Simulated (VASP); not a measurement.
# Co (Fd-3m) in VASP: further runs

Co is run at these levels: PBE; tasks: single point.

Program: VASP 6.6.1. These are calculated values, not measurements. Logs are shortened: lines on timing, memory, paths and dates and some standing lists are left out, and cuts for length are marked.

### 1 The cell of the first run

It takes space group Fd-3m (No. 227, cubic). Conventional cell: a = 3.729 Å, b = 3.729 Å, c = 3.729 Å, α = 90.00°, β = 90.00°, γ = 90.00°. Co (site symmetry -43m) has 4 Co at 1.61 Å within 2.1 Å.

This isn't the form of Co at room conditions, which is hcp.

### 2 Single point, PBE, collinear spin, ferromagnetic start

File INCAR:

```
SYSTEM = Co
  PREC = Accurate
  ENCUT = 520
  EDIFF = 1E-6
  ISMEAR = -1
  SIGMA = 0.08
  LREAL = .FALSE.
  LASPH = .TRUE.
  NELM = 150
  ALGO = Normal
  ISIF = 2
  LWAVE = .FALSE.
  LCHARG = .TRUE.
  ISPIN = 2
  MAGMOM = 1.7 1.7
  LORBIT = 11
  LMAXMIX = 4
  GGA = PE
  LELF = .TRUE.
  LVHAR = .TRUE.
  NBANDS = 20
```

File KPOINTS:

```
Automatic mesh
0
G
  17 17 17
  0 0 0
```

File POSCAR:

```
Co
1.0
    0.0000000000      1.8647226596      1.8647226596
    1.8647226596      0.0000000000      1.8647226596
    1.8647226596      1.8647226596      0.0000000000
Co
2
Direct
   -0.1250000000     -0.1250000000     -0.1250000000
    0.1250000000      0.1250000000      0.1250000000
```

Potentials or basis: VASP PAW PBE potentials, release 64 (Co).

On the command line:

```
> cat potpaw_PBE.64/Co/POTCAR > POTCAR
> mpirun -np 1 vasp_std > vasp.out
```

OUTCAR:

```text
SYSTEM = Co
   PREC = Accurate
   ENCUT = 520
   EDIFF = 1E-6
   ISMEAR = -1
   LREAL = .FALSE.
   LASPH = .TRUE.
   NELM = 150
   ISIF = 2
   ISPIN = 2
   LORBIT = 11
   GGA = PE

 ion  position               nearest neighbor table
   1  0.875  0.875  0.875-   2 1.61   2 1.61   2 1.61   2 1.61   2 3.09   2 3.09   2 3.09   2 3.09
                             2 3.09   2 3.09   2 3.09   2 3.09   2 3.09   2 3.09   2 3.09   2 3.09
   2  0.125  0.125  0.125-   1 1.61   1 1.61   1 1.61   1 1.61   1 3.09   1 3.09   1 3.09   1 3.09
                             1 3.09   1 3.09   1 3.09   1 3.09   1 3.09   1 3.09   1 3.09   1 3.09

  LATTYP: Found a face centered cubic cell.
 ALAT       =     3.7294453192

  Lattice vectors:

 A1 = (   0.0000000000,   1.8647226596,   1.8647226596)
 A2 = (   1.8647226596,   0.0000000000,   1.8647226596)
 A3 = (   1.8647226596,   1.8647226596,   0.0000000000)

Analysis of symmetry for initial positions (statically):
=====================================================================
 Subroutine PRICEL returns:
 Original cell was already a primitive cell.

 Routine SETGRP: Setting up the symmetry group for a
 face centered cubic supercell.

 Subroutine GETGRP returns: Found 48 space group operations
 (whereof 12 operations were pure point group operations)
 out of a pool of 48 trial point group operations.

The static configuration has the point symmetry D_3d.
 The point group associated with its full space group is O_h .

Analysis of symmetry for dynamics (positions and initial velocities):
=====================================================================
 Subroutine PRICEL returns:
 Original cell was already a primitive cell.

 Routine SETGRP: Setting up the symmetry group for a
 face centered cubic supercell.

 Subroutine GETGRP returns: Found 48 space group operations
 (whereof 12 operations were pure point group operations)
 out of a pool of 48 trial point group operations.

The dynamic configuration has the point symmetry D_3d.
 The point group associated with its full space group is O_h .

Analysis of structural, dynamic, and magnetic symmetry:
=====================================================================
 Subroutine PRICEL returns:
 Original cell was already a primitive cell.

 Routine SETGRP: Setting up the symmetry group for a
 face centered cubic supercell.

 Subroutine GETGRP returns: Found 48 space group operations
 (whereof 12 operations were pure point group operations)
 out of a pool of 48 trial point group operations.

The overall configuration has the point symmetry D_3d.
 The point group associated with its full space group is O_h .

 Subroutine INISYM returns: Found 48 space group operations
 (whereof 12 operations are pure point group operations),
 and found     1 'primitive' translations

----------------------------------------------------------------------------------------

                                     Primitive cell

  volume of cell :      12.9680

  direct lattice vectors                    reciprocal lattice vectors
     0.000000000  1.864722660  1.864722660    -0.268136389  0.268136389  0.268136389
     1.864722660  0.000000000  1.864722660     0.268136389 -0.268136389  0.268136389
     1.864722660  1.864722660  0.000000000     0.268136389  0.268136389 -0.268136389

  length of vectors
     2.637116075  2.637116075  2.637116075     0.464425849  0.464425849  0.464425849

  position of ions in fractional coordinates (direct lattice)
     0.875000000  0.875000000  0.875000000
     0.125000000  0.125000000  0.125000000

  ion indices of the primitive-cell ions
   primitive index   ion index
                 1           1
                 2           2

----------------------------------------------------------------------------------------

 KPOINTS: Automatic mesh

Automatic generation of k-mesh.
 Grid dimensions read from file:
 generate k-points for:   17   17   17

 Generating k-lattice:

  Cartesian coordinates                     Fractional coordinates (reciprocal lattice)
    -0.015772729  0.015772729  0.015772729     0.058823529  0.000000000  0.000000000
     0.015772729 -0.015772729  0.015772729     0.000000000  0.058823529  0.000000000
     0.015772729  0.015772729 -0.015772729     0.000000000  0.000000000  0.058823529

  Length of vectors
     0.027319168  0.027319168  0.027319168

  Shift w.r.t. Gamma in fractional coordinates (k-lattice)
     0.000000000  0.000000000  0.000000000

 Subroutine IBZKPT returns following result:
 ===========================================

 Found    165 irreducible k-points:

 Following reciprocal coordinates:
            Coordinates               Weight
  0.000000  0.000000  0.000000      1.000000
  0.058824  0.000000  0.000000      8.000000
  0.117647  0.000000  0.000000      8.000000
  0.176471  0.000000  0.000000      8.000000
  0.235294  0.000000  0.000000      8.000000
  0.294118  0.000000  0.000000      8.000000
[... 16 lines left out ...]
 -0.176471  0.058824  0.000000     24.000000
 -0.117647  0.058824  0.000000     24.000000
 [... further k-points ...]
   k-points           NKPTS =    165   k-points in BZ     NKDIM =    165   number of bands    NBANDS=     20
   number of dos      NEDOS =    301   number of ions     NIONS =      2
   total plane-waves  NPLWV =   8000
   dimension x,y,z NGX =    20 NGY =   20 NGZ =   20
   dimension x,y,z NGXF=    40 NGYF=   40 NGZF=   40
   ions per type =               2
   NGX,Y,Z   is equivalent  to a cutoff of  12.61, 12.61, 12.61 a.u.
   NGXF,Y,Z  is equivalent  to a cutoff of  25.22, 25.22, 25.22 a.u.
 SYSTEM =  Co
   PREC   = accura    normal or accurate (medium, high low for compatibility)
   ISTART =      0    job   : 0-new  1-cont  2-samecut
   ICHARG =      2    charge: 1-file 2-atom 10-const
   ISPIN  =      2    spin polarized calculation?
   LNONCOLLINEAR =      F non collinear calculations
   LSORBIT =      F    spin-orbit coupling
   LASPH  =      T    aspherical Exc in radial PAW
   ENCUT  =  520.0 eV  38.22 Ry    6.18 a.u.   4.90  4.90  4.90*2*pi/ulx,y,z
   NELM   =    150;   NELMIN=  2; NELMDL= -5     # of ELM steps
   EDIFF  = 0.1E-05   stopping-criterion for ELM
   LREAL  =      F    real-space projection
   EDIFFG = 0.1E-04   stopping-criterion for IOM
   NSW    =      0    number of steps for IOM
   IBRION =     -1    ionic relax: 0-MD 1-quasi-New 2-CG
   NFREE  =      0    steps in history (QN), initial steepest desc. (CG)
   ISIF   =      2    stress and relaxation
   ISYM   =      2    0-nonsym 1-usesym 2-fastsym
   POTIM  = 0.5000    time-step for ionic-motion
   TEBEG  =    0.0;   TEEND  =   0.0 temperature during run
   PSTRESS=    0.0 pullay stress
   NELECT =      18.0000    total number of electrons
   NUPDOWN=      -1.0000    fix difference up-down
   EMIN   =  10.00;   EMAX   =-10.00  energy-range for DOS
   EFERMI =   0.00;   METHOD = LEGACY
   ISMEAR =    -1;   SIGMA  =   0.08  broadening in eV -4-tet -1-fermi 0-gaus
   EFERMI_NEDOS =   21; number of points for ismear=-14 and -15
   IALGO  =     38    algorithm
   IMIX   =      4    mixing-type and parameters
     AMIX     =   0.40;   BMIX     =  1.00
     AMIX_MAG =   1.60;   BMIX_MAG =  1.00
  volume/ion in A,a.u.               =       6.48        43.76
  Fermi-wavevector in a.u.,A,eV,Ry     =   1.826171  3.450963 45.374071  3.334900
  Thomas-Fermi vector in A             =   2.881540
   LORBIT       =     11    0 simple, 1 ext, 2 COOP (PROOUT), +10 PAW based schemes
   GGA     = PE    functional components
   LHFCALC =     F    Hartree Fock is set to
   AEXX    =    0.0000 exact exchange contribution
   IVDW    =     0    specifies the selected vdW correction
   LEPSILON=     F    determine dielectric tensor
   LRPA    =     F    only Hartree local field effects (RPA)
 spin polarized calculation
  energy-cutoff  :      520.00
  volume of cell :       12.97
 maximum number of plane-waves:       360
   NGX =  9   NGY =  9   NGZ =  9

 number of electron      18.0000008 magnetization       0.0003401

 number of electron      18.0000008 magnetization      -0.0000985

 Free energy of the ion-electron system (eV)
  ---------------------------------------------------
  ext. energy  EPLUGINS =         0.00000000
  ---------------------------------------------------
  free energy    TOTEN  =         3.68632858 eV

  energy without entropy =        3.71503027  energy(sigma->0) =        3.70067942

 E-fermi :  21.3219     XC(G=0): -16.3659

 val. band max:       21.3078755674   @ k =   0.3529   0.2353   0.1176
 cond. band min:      21.3304285024   @ k =   0.2941   0.2353   0.0588
 fundamental gap:      0.0225529350
 Fermi energy:        21.3218759017

 spin component 1

 k-point     1 :       0.0000    0.0000    0.0000
  band No.  band energies     occupation
      1       9.0045      1.00000
      2      12.3723      1.00000
      3      12.3723      1.00000
      4      14.3239      1.00000
      5      14.3239      1.00000
      6      14.3239      1.00000
[... 12 lines left out ...]
     19      51.6556      0.00000
     20      55.2366      0.00000
[... 507 lines left out ...]
 k-point    24 :      -0.1176    0.0588    0.0000
  band No.  band energies     occupation
      1       9.7610      1.00000
      2      11.8820      1.00000
      3      12.3285      1.00000
      4      14.3980      1.00000
      5      14.6228      1.00000
      6      15.0504      1.00000
[... 12 lines left out ...]
     19      51.0326      0.00000
     20      53.8271      0.00000

 [... further k-points ...]

 spin component 2

 k-point     1 :       0.0000    0.0000    0.0000
  band No.  band energies     occupation
      1       9.0045      1.00000
      2      12.3723      1.00000
      3      12.3723      1.00000
      4      14.3239      1.00000
      5      14.3239      1.00000
      6      14.3239      1.00000
[... 12 lines left out ...]
     19      51.6555      0.00000
     20      55.2366      0.00000
[... 507 lines left out ...]
 k-point    24 :      -0.1176    0.0588    0.0000
  band No.  band energies     occupation
      1       9.7610      1.00000
      2      11.8820      1.00000
      3      12.3285      1.00000
      4      14.3980      1.00000
      5      14.6228      1.00000
      6      15.0504      1.00000
[... 12 lines left out ...]
     19      51.0326      0.00000
     20      53.8290      0.00000

 [... further k-points ...]
[... 5 lines left out ...]
  --------------------------------------------------------------------------------------
  -------------------------------------------------------------------------------------
  Total       46.1474547     46.1474547     46.1474547     -0.0000000      0.0000000      0.0000000
  in kB     5701.4536028   5701.4536028   5701.4536028     -0.0000000      0.0000000      0.0000000
  external PRESSURE =    5701.4536028 kB  Pullay stress =       0.0000000 kB

 VOLUME and BASIS-vectors are now :
 -----------------------------------------------------------------------------
  energy-cutoff  :      520.00
  volume of cell :       12.97
      direct lattice vectors                 reciprocal lattice vectors
     0.000000000  1.864722660  1.864722660    -0.268136389  0.268136389  0.268136389
     1.864722660  0.000000000  1.864722660     0.268136389 -0.268136389  0.268136389
     1.864722660  1.864722660  0.000000000     0.268136389  0.268136389 -0.268136389

 POSITION                                       TOTAL-FORCE (eV/Angst)
 -----------------------------------------------------------------------------------
      3.26326      3.26326      3.26326         0.000000     -0.000000     -0.000000
      0.46618      0.46618      0.46618        -0.000000      0.000000      0.000000
 -----------------------------------------------------------------------------------
    total drift:                                0.000000     -0.000000     -0.000000

  FREE ENERGIE OF THE ION-ELECTRON SYSTEM (eV)
  ---------------------------------------------------
  free  energy   TOTEN  =         3.6863285778 eV

  energy  without entropy=        3.7150302696  energy(sigma->0) =        3.70067942

 total charge

# of ion       s       p       d       tot
------------------------------------------
    1        0.864   1.072   8.534  10.470
    2        0.864   1.072   8.534  10.470
--------------------------------------------------
tot          1.729   2.143  17.068  20.940

 magnetization (x)

# of ion       s       p       d       tot
------------------------------------------
    1        0.000   0.000  -0.000   0.000
    2        0.000   0.000  -0.000   0.000
--------------------------------------------------
tot          0.000   0.000  -0.000   0.000
```

It took 44 s on 1 thread of Intel Xeon 6975P-C (Granite Rapids), shared host; peak memory 0.17 GiB.

Results:

```
Free energy            : 3.6863 eV
Pressure               : 570.1 GPa
Band gap on the k mesh : zero (filled and empty bands overlap)
Net moment             : 0.00 μB per cell
```

Levels at points of the mesh, in eV from the Fermi level:
Spin up:
```tsv
k point	band 5	band 6	band 7	band 8	band 9	band 10	band 11	band 12	band 13	band 14
(0.00, 0.00, 0.00)	-7.00	-7.00	-3.18	-3.18	-3.18	1.43	1.43	20.04	20.47	20.47
```
Spin down:
```csv
k point,band 6,band 7,band 8,band 9,band 10,band 11,band 12,band 13
"(0.00, 0.00, 0.00)",-7.00,-3.18,-3.18,-3.18,1.43,1.43,20.04,20.47
```

Caveat: atoms lie so close that the PAW spheres overlap strongly, which falsifies energies and pressures; the cell stands under pressure; the moments typed at the start vanished in this run.

### 3 Single point, PBE, collinear spin, ferromagnetic start

This run uses another cell than the first one, of 6.50 Å³/atom.

File INCAR:

```
SYSTEM = Co
PREC     = Accurate       ! precision mode
ENCUT    = 520            ! plane-wave cutoff, eV
EDIFF    = 1E-6           ! SCF threshold, eV
ISMEAR   = -1             ! smearing method
SIGMA    = 0.08           ! smearing width, eV
LREAL    = .False.        ! projectors in reciprocal space
LASPH    = .True.         ! aspherical terms in the spheres
NELM     = 150            ! most SCF steps
ALGO     = Normal         ! electronic algorithm
ISIF     = 2              ! what is computed and relaxed
LWAVE    = .False.        ! write WAVECAR
LCHARG   = .True.         ! write CHGCAR
ISPIN    = 2              ! spin polarisation
MAGMOM   = 1.7 1.7        ! initial moments
LORBIT   = 11             ! projections on sites
LMAXMIX  = 4              ! l up to which the mixer works
GGA      = PE             ! functional
LELF     = .True.         ! ELF
LVHAR    = .True.       
NBANDS   = 20             ! bands
```

File KPOINTS:

```
regular mesh
0
Gamma
  17 17 17
  0 0 0
```

File POSCAR:

```
Co
1.0
    0.0000000000      1.8663807394      1.8663807394
    1.8663807394      0.0000000000      1.8663807394
    1.8663807394      1.8663807394      0.0000000000
Co
2
Direct
   -0.1250000000     -0.1250000000     -0.1250000000
    0.1250000000      0.1250000000      0.1250000000
```

Potentials or basis: VASP PAW PBE potentials, release 64 (Co).

On the command line:

```
> cat potpaw_PBE.64/Co/POTCAR > POTCAR
> mpirun -np 1 vasp_std > vasp.out
```

Run time: 44 s. Hardware: 1 thread of Intel Xeon 6975P-C (Granite Rapids), shared host; peak memory 0.17 GiB.

The run converged. Its results:

| Item | Value |
| --- | --- |
| Free energy | 3.5636 eV |
| Pressure | 565.7 GPa |
| Band gap on the k mesh | zero (filled and empty bands overlap) |
| Net moment | 0.00 μB per cell |

Levels at points of the mesh, in eV from the Fermi level:
Spin up:
| k point | band 7 | band 8 | band 9 | band 10 | band 11 | band 12 |
| --- | --- | --- | --- | --- | --- | --- |
| (0.00, 0.00, 0.00) | -3.17 | -3.17 | -3.17 | 1.42 | 1.42 | 20.03 |
Spin down:
| k point | band 5 | band 6 | band 7 | band 8 | band 9 | band 10 | band 11 | band 12 | band 13 | band 14 |
| --- | --- | --- | --- | --- | --- | --- | --- | --- | --- | --- |
| (0.00, 0.00, 0.00) | -6.98 | -6.98 | -3.17 | -3.17 | -3.17 | 1.42 | 1.42 | 20.03 | 20.45 | 20.45 |

Caveat: atoms lie so close that the PAW spheres overlap strongly, which falsifies energies and pressures; the cell stands under pressure; the moments typed at the start vanished in this run.

The gap in the log of VASP goes by the Fermi energy; the results here count the filled bands.